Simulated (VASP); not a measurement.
# Al16Cu8Sb in VASP: single point with PBEsol

Aim: the single point of Al16Cu8Sb with PBEsol.

All numbers are computed with VASP 6.6.1; they aren't measurements. Logs are shortened: lines on timing, memory, paths and dates and some standing lists are left out, and cuts for length are marked.

**1. The cell of the first run**

The cell holds a slab with vacuum, 25 atoms: a = 5.998 Å, b = 5.998 Å, c = 20.375 Å, α = 90.00°, β = 90.00°, γ = 90.00°.

**2. Single point, PBEsol**

File INCAR:

```
PREC = Accurate
ENCUT = 520
EDIFF = 1E-7
ISMEAR = -1
SIGMA = 0.1
LREAL = Auto
LASPH = T
NELM = 80
ALGO = Normal
ISIF = 2
LWAVE = F
LCHARG = F
GGA = PS
NBANDS = 88
```

File KPOINTS:

```
regular mesh
0
Gamma
  2 2 1
```

File POSCAR:

```
Al16Cu8Sb
1.0
    5.9977960000      0.0000000000      0.0000000000
    0.0000000000      5.9977960000      0.0000000000
    0.0000000000      0.0000000000     20.3745810000
Al Cu Sb
16 8 1
Direct
    0.1586069000      0.3413931000      0.0490808000
    0.1589253298      0.6570592624      0.1635647806
    0.8443352445      0.3424546462      0.1632630074
    0.8413931000      0.6586069000      0.0490808000
    0.6565843753      0.8445818835      0.1632562111
    0.6586069000      0.1586069000      0.0490808000
    0.3413931000      0.8413931000      0.0490808000
    0.3460893174      0.1552020648      0.1640086489
    0.1618343091      0.3438292924      0.2867296523
    0.1620414297      0.6759929287      0.3936474807
    0.8285149922      0.3429022016      0.3935532676
    0.8429449033      0.6629795546      0.2855125400
    0.6586226451      0.8477688947      0.4021705226
    0.6569438864      0.1553302219      0.2820610220
    0.3486947529      0.8472697855      0.2816264900
    0.3456472177      0.1606209856      0.3991786566
    0.0033621739     -0.0012102386      0.2237561048
    0.0000000000      0.0000000000      0.1077995000
    0.5000000000      0.5000000000      0.1077995000
    0.5042288327      0.5000163328      0.2238012947
    0.0019681534      0.0196449007      0.4578156562
   -0.0006865512      0.0049848390      0.3403555203
    0.5001476509      0.5066763932      0.3404214411
    0.4842603415      0.5050067058      0.4579261487
    0.0725681505      0.4324883870      0.5046068562
```

Potentials or basis: VASP PAW PBE potentials, release 64 (Al, Cu, Sb).

The run is started by

```
$ cat potpaw_PBE.64/Al/POTCAR potpaw_PBE.64/Cu/POTCAR potpaw_PBE.64/Sb/POTCAR > POTCAR
$ mpirun -np 1 vasp_std > vasp.out
```

OUTCAR:

```text
PREC = Accurate
   ENCUT = 520
   EDIFF = 1E-7
   ISMEAR = -1
   LREAL = Auto
   LASPH = T
   NELM = 80
   ISIF = 2
   GGA = PS

 ion  position               nearest neighbor table
   1  0.159  0.341  0.049-  18 2.56  19 2.56   4 2.69   8 2.83   3 2.99   2 3.00   7 3.19   6 3.19
                             7 3.19   6 3.19
   2  0.159  0.657  0.164-  19 2.52  18 2.54  17 2.56  20 2.59   3 2.67   7 2.80  15 2.90   1 3.00
                             4 3.01  12 3.13   9 3.13   5 3.19   8 3.19   8 3.21   5 3.22
   3  0.844  0.342  0.163-  18 2.52  19 2.54  20 2.56  17 2.58   2 2.67   6 2.81  14 2.90   1 2.99
                             4 3.00  12 3.15   9 3.16   5 3.19   8 3.19   8 3.21   5 3.22
   4  0.841  0.659  0.049-  18 2.56  19 2.56   1 2.69   5 2.81   3 3.00   2 3.01   6 3.19   7 3.19
                             6 3.19   7 3.19
   5  0.657  0.845  0.163-  18 2.53  19 2.54  20 2.57  17 2.59   8 2.63   4 2.81  12 2.94   6 2.99
                             7 3.00  15 3.04  14 3.06   2 3.19   3 3.19   3 3.22   2 3.22
   6  0.659  0.159  0.049-  18 2.56  19 2.56   7 2.69   3 2.81   5 2.99   8 3.00   4 3.19   1 3.19
                             4 3.19   1 3.19
   7  0.341  0.841  0.049-  18 2.56  19 2.56   6 2.69   2 2.80   5 3.00   8 3.00   4 3.19   1 3.19
                             1 3.19   4 3.19
   8  0.346  0.155  0.164-  19 2.54  18 2.55  17 2.57  20 2.58   5 2.63   1 2.83   9 2.96   6 3.00
                             7 3.00  15 3.03  14 3.04   2 3.19   3 3.19   3 3.21   2 3.21
   9  0.162  0.344  0.287-  23 2.50  22 2.50  20 2.60  17 2.61  12 2.71  16 2.77  10 2.95  11 2.96
                             8 2.96   2 3.13   3 3.16  14 3.18  15 3.18  15 3.22  14 3.23
  10  0.162  0.676  0.394-  22 2.45  23 2.51  24 2.55  21 2.62  15 2.74  25 2.74  11 2.83  12 2.92
                             9 2.95  16 3.11  13 3.16  13 3.20  16 3.28
  11  0.829  0.343  0.394-  23 2.45  22 2.52  21 2.56  24 2.63  14 2.74  25 2.75  10 2.83  12 2.92
                             9 2.96  16 3.10  13 3.14  13 3.20  16 3.29
  12  0.843  0.663  0.286-  22 2.52  23 2.52  17 2.56  20 2.58   9 2.71  13 2.85  10 2.92  11 2.92
                             5 2.94   2 3.13   3 3.15  14 3.16  15 3.16  15 3.23  14 3.24
  13  0.659  0.848  0.402-  21 2.57  24 2.57  22 2.58  23 2.58  16 2.65  12 2.85  14 3.06  15 3.08
                            11 3.14  10 3.16  10 3.20  11 3.20
  14  0.657  0.155  0.282-  22 2.54  20 2.55  17 2.57  23 2.60  15 2.61  11 2.74   3 2.90  16 3.03
                             8 3.04   5 3.06  13 3.06  12 3.16   9 3.18   9 3.23  12 3.24
  15  0.349  0.847  0.282-  23 2.54  17 2.55  20 2.57  22 2.59  14 2.61  10 2.74   2 2.90   8 3.03
                             5 3.04  16 3.04  13 3.08  12 3.16   9 3.18   9 3.22  12 3.23
  16  0.346  0.161  0.399-  24 2.53  21 2.53  23 2.57  22 2.57  13 2.65   9 2.77  14 3.03  15 3.04
                            11 3.10  10 3.11  25 3.16  10 3.28  11 3.29
  17  0.003  0.999  0.224-  18 2.36  22 2.38  15 2.55  12 2.56   2 2.56   8 2.57  14 2.57   3 2.58
                             5 2.59   9 2.61
  18  0.000  0.000  0.108-  17 2.36   3 2.52   5 2.53   2 2.54   8 2.55   6 2.56   7 2.56   4 2.56
                             1 2.56
  19  0.500  0.500  0.108-  20 2.36   2 2.52   5 2.54   3 2.54   8 2.54   6 2.56   7 2.56   4 2.56
                             1 2.56
  20  0.504  0.500  0.224-  19 2.36  23 2.38  14 2.55   3 2.56  15 2.57   5 2.57   8 2.58  12 2.58
                             2 2.59   9 2.60
  21  0.002  0.020  0.458-  22 2.39  16 2.53  11 2.56  13 2.57  10 2.62  25 2.69
  22  0.999  0.005  0.340-  17 2.38  21 2.39  10 2.45   9 2.50  11 2.52  12 2.52  14 2.54  16 2.57
                            13 2.58  15 2.59
  23  0.500  0.507  0.340-  20 2.38  24 2.40  11 2.45   9 2.50  10 2.51  12 2.52  15 2.54  16 2.57
                            13 2.58  14 2.60
  24  0.484  0.505  0.458-  23 2.40  16 2.53  10 2.55  13 2.57  11 2.63  25 2.68
  25  0.073  0.432  0.505-  24 2.68  21 2.69  10 2.74  11 2.75  16 3.16

  LATTYP: Found a simple tetragonal cell.
 ALAT       =     5.9977960000
 C/A-ratio  =     3.3970113355

  Lattice vectors:

 A1 = (   5.9977960000,   0.0000000000,   0.0000000000)
 A2 = (   0.0000000000,   5.9977960000,   0.0000000000)
 A3 = (   0.0000000000,   0.0000000000,  20.3745810000)

Analysis of symmetry for initial positions (statically):
=====================================================================
 Subroutine PRICEL returns:
 Original cell was already a primitive cell.

 Routine SETGRP: Setting up the symmetry group for a
 simple tetragonal supercell.

 Subroutine GETGRP returns: Found  1 space group operations
 (whereof  1 operations were pure point group operations)
 out of a pool of 16 trial point group operations.

The static configuration has the point symmetry C_1 .

Analysis of symmetry for dynamics (positions and initial velocities):
=====================================================================
 Subroutine PRICEL returns:
 Original cell was already a primitive cell.

 Routine SETGRP: Setting up the symmetry group for a
 simple tetragonal supercell.

 Subroutine GETGRP returns: Found  1 space group operations
 (whereof  1 operations were pure point group operations)
[... 91 lines left out ...]

  Length of vectors
     0.083363956  0.083363956  0.049080764

  Shift w.r.t. Gamma in fractional coordinates (k-lattice)
     0.000000000  0.000000000  0.000000000

 Subroutine IBZKPT returns following result:
 ===========================================

 Found      4 irreducible k-points:

 Following reciprocal coordinates:
            Coordinates               Weight
  0.000000  0.000000  0.000000      1.000000
  0.500000  0.000000  0.000000      1.000000
  0.000000  0.500000  0.000000      1.000000
  0.500000  0.500000  0.000000      1.000000
   k-points           NKPTS =      4   k-points in BZ     NKDIM =      4   number of bands    NBANDS=     88
   number of dos      NEDOS =    301   number of ions     NIONS =     25
   total plane-waves  NPLWV = 368640
   dimension x,y,z NGX =    48 NGY =   48 NGZ =  160
   dimension x,y,z NGXF=    96 NGYF=   96 NGZF=  320
   ions per type =              16   8   1
   NGX,Y,Z   is equivalent  to a cutoff of  13.30, 13.30, 13.06 a.u.
   NGXF,Y,Z  is equivalent  to a cutoff of  26.61, 26.61, 26.11 a.u.
 SYSTEM =  unknown system
   PREC   = accura    normal or accurate (medium, high low for compatibility)
   ISTART =      0    job   : 0-new  1-cont  2-samecut
   ICHARG =      2    charge: 1-file 2-atom 10-const
   ISPIN  =      1    spin polarized calculation?
   LNONCOLLINEAR =      F non collinear calculations
   LSORBIT =      F    spin-orbit coupling
   LASPH  =      T    aspherical Exc in radial PAW
   ENCUT  =  520.0 eV  38.22 Ry    6.18 a.u.  11.15 11.15 37.88*2*pi/ulx,y,z
   NELM   =     80;   NELMIN=  2; NELMDL= -5     # of ELM steps
   EDIFF  = 0.1E-06   stopping-criterion for ELM
   LREAL  =      T    real-space projection
   EDIFFG = 0.1E-05   stopping-criterion for IOM
   NSW    =      0    number of steps for IOM
   IBRION =     -1    ionic relax: 0-MD 1-quasi-New 2-CG
   NFREE  =      0    steps in history (QN), initial steepest desc. (CG)
   ISIF   =      2    stress and relaxation
   ISYM   =      2    0-nonsym 1-usesym 2-fastsym
   POTIM  = 0.5000    time-step for ionic-motion
   TEBEG  =    0.0;   TEEND  =   0.0 temperature during run
   PSTRESS=    0.0 pullay stress
   NELECT =     141.0000    total number of electrons
   NUPDOWN=      -1.0000    fix difference up-down
   EMIN   =  10.00;   EMAX   =-10.00  energy-range for DOS
   EFERMI =   0.00;   METHOD = LEGACY
   ISMEAR =    -1;   SIGMA  =   0.10  broadening in eV -4-tet -1-fermi 0-gaus
   EFERMI_NEDOS =   21; number of points for ismear=-14 and -15
   IALGO  =     38    algorithm
   IMIX   =      4    mixing-type and parameters
     AMIX     =   0.40;   BMIX     =  1.00
     AMIX_MAG =   1.60;   BMIX_MAG =  1.00
  volume/ion in A,a.u.               =      29.32       197.85
  Fermi-wavevector in a.u.,A,eV,Ry     =   0.945055  1.785895 12.151762  0.893129
  Thomas-Fermi vector in A             =   2.072920
   LORBIT       =      0    0 simple, 1 ext, 2 COOP (PROOUT), +10 PAW based schemes
   GGA     = PS    functional components
   LHFCALC =     F    Hartree Fock is set to
   AEXX    =    0.0000 exact exchange contribution
   IVDW    =     0    specifies the selected vdW correction
   LEPSILON=     F    determine dielectric tensor
   LRPA    =     F    only Hartree local field effects (RPA)
 non-spin polarized calculation
  energy-cutoff  :      520.00
  volume of cell :      732.95
 maximum number of plane-waves:     19723
 NGX is ok and might be reduce to    48
   NGX = 23   NGY = 23   NGZ = 75

 number of electron     141.0000044 magnetization

 Free energy of the ion-electron system (eV)
  ---------------------------------------------------
  ext. energy  EPLUGINS =         0.00000000
  ---------------------------------------------------
  free energy    TOTEN  =      -102.04025233 eV

  energy without entropy =     -101.66577418  energy(sigma->0) =     -101.85301325

 E-fermi :   2.1747     XC(G=0):  -6.5483

 val. band max:        2.1704358542   @ k =   0.5000   0.0000   0.0000
 cond. band min:       2.2467601602   @ k =   0.5000   0.5000   0.0000
 fundamental gap:      0.0763243059
 Fermi energy:         2.1747299767

 k-point     1 :       0.0000    0.0000    0.0000
  band No.  band energies     occupation
      1      -8.6695      2.00000
      2      -8.0295      2.00000
      3      -7.1044      2.00000
      4      -5.5122      2.00000
      5      -4.7500      2.00000
      6      -4.6256      2.00000
[... 329 lines left out ...]
     81       3.9954      0.00000
     82       4.0440      0.00000
 [bands above 82 left out]

------------------------ aborting loop because EDIFF is reached ----------------------------------------

  FORCE on cell =-STRESS in cart. coord.  units (eV):
  Direction    XX          YY          ZZ          XY          YZ          ZX
  --------------------------------------------------------------------------------------
  -------------------------------------------------------------------------------------
  Total       -1.8593753     -1.8808000     -1.0698700     -0.4186769      0.0873674     -0.3949287
  in kB       -4.0644854     -4.1113186     -2.3386731     -0.9152032      0.1909801     -0.8632910
  external PRESSURE =      -3.5048257 kB  Pullay stress =       0.0000000 kB

 VOLUME and BASIS-vectors are now :
 -----------------------------------------------------------------------------
  energy-cutoff  :      520.00
  volume of cell :      732.95
      direct lattice vectors                 reciprocal lattice vectors
     5.997796000  0.000000000  0.000000000     0.166727911  0.000000000  0.000000000
     0.000000000  5.997796000  0.000000000     0.000000000  0.166727911  0.000000000
     0.000000000  0.000000000 20.374581000     0.000000000  0.000000000  0.049080764

 POSITION                                       TOTAL-FORCE (eV/Angst)
 -----------------------------------------------------------------------------------
      0.95129      2.04761      1.00000        -0.042384      0.048197      0.366570
      0.95320      3.94091      3.33256        -0.005263     -0.006614      0.021258
      5.06415      2.05397      3.32642        -0.002765     -0.000093      0.041928
      5.04650      3.95019      1.00000         0.030293     -0.022760      0.352743
      3.93806      5.06563      3.32628         0.023021     -0.011317      0.003584
      3.95019      0.95129      1.00000        -0.067048     -0.090999      0.394301
[... 17 lines left out ...]
      2.90449      3.02893      9.33005         0.027953      0.019847      0.027559
      0.43525      2.59398     10.28115        -0.018268     -0.000989      0.135116
 -----------------------------------------------------------------------------------
    total drift:                               -0.004906     -0.001371     -0.001393

  FREE ENERGIE OF THE ION-ELECTRON SYSTEM (eV)
  ---------------------------------------------------
  free  energy   TOTEN  =      -102.0402523294 eV

  energy  without entropy=     -101.6657741781  energy(sigma->0) =     -101.85301325
```

Wall time 11 min (1 thread of Intel Xeon Platinum 8488C (Sapphire Rapids), shared host); peak memory 0.81 GiB.

What came out:

```yaml
Free_energy: -102.0403 eV
Largest_force: 0.805 eV/Å
Band_gap_on_the_k_mesh: zero (an odd number of electrons rules out a gap without spin polarisation)
```

Forces in eV/Å, atoms in the order of the input:
```
Al  -0.042  0.048  0.367
Al  -0.005 -0.007  0.021
Al  -0.003  0.000  0.042
Al   0.030 -0.023  0.353
Al   0.023 -0.011  0.004
Al  -0.067 -0.091  0.394
Al   0.093  0.068  0.394
Al   0.002  0.012 -0.017
Al  -0.047  0.000  0.005
Al  -0.004  0.031 -0.049
Al  -0.002  0.003 -0.017
Al  -0.038 -0.034 -0.007
Al  -0.002 -0.026 -0.005
Al   0.035  0.022  0.000
Al  -0.010 -0.033  0.028
Al   0.000 -0.026 -0.019
Cu  -0.037  0.019 -0.024
Cu   0.033 -0.018 -0.804
Cu   0.036 -0.004 -0.800
Cu   0.017  0.013 -0.022
Cu  -0.020  0.006  0.034
Cu  -0.015  0.010 -0.018
Cu   0.014  0.019 -0.024
Cu   0.028  0.020  0.028
Sb  -0.018 -0.001  0.135
```

Levels at points of the mesh, in eV from the Fermi level:
```tsv
k point	band 68	band 69	band 70	band 71	band 72	band 73	band 74	band 75	band 76	band 77
(0.00, 0.00, 0.00)	-1.13	-0.57	-0.35	-0.26	-0.05	-0.02	0.08	0.41	0.41	0.59
(0.50, 0.00, 0.00)	-0.77	-0.70	-0.21	-0.20	0.00	0.50	0.95	1.17	1.19	1.36
(0.00, 0.50, 0.00)	-0.77	-0.70	-0.21	-0.20	-0.01	0.50	0.95	1.17	1.18	1.36
(0.50, 0.50, 0.00)	0.07	0.21	0.49	0.53	0.91	0.98	1.16	1.25	1.35	1.44
```

Caveat: the k points lie up to 0.52 Å⁻¹ apart, too coarse for converged energies and pressures of a metal; there is no dipole correction, which matters where the two faces differ; the PAW data sets were made with another functional, which shifts forces and pressure a little; spin-orbit coupling is left out, which moves the levels of the heavy elements.

The gap in the log of VASP goes by the Fermi energy; the results here count the filled bands.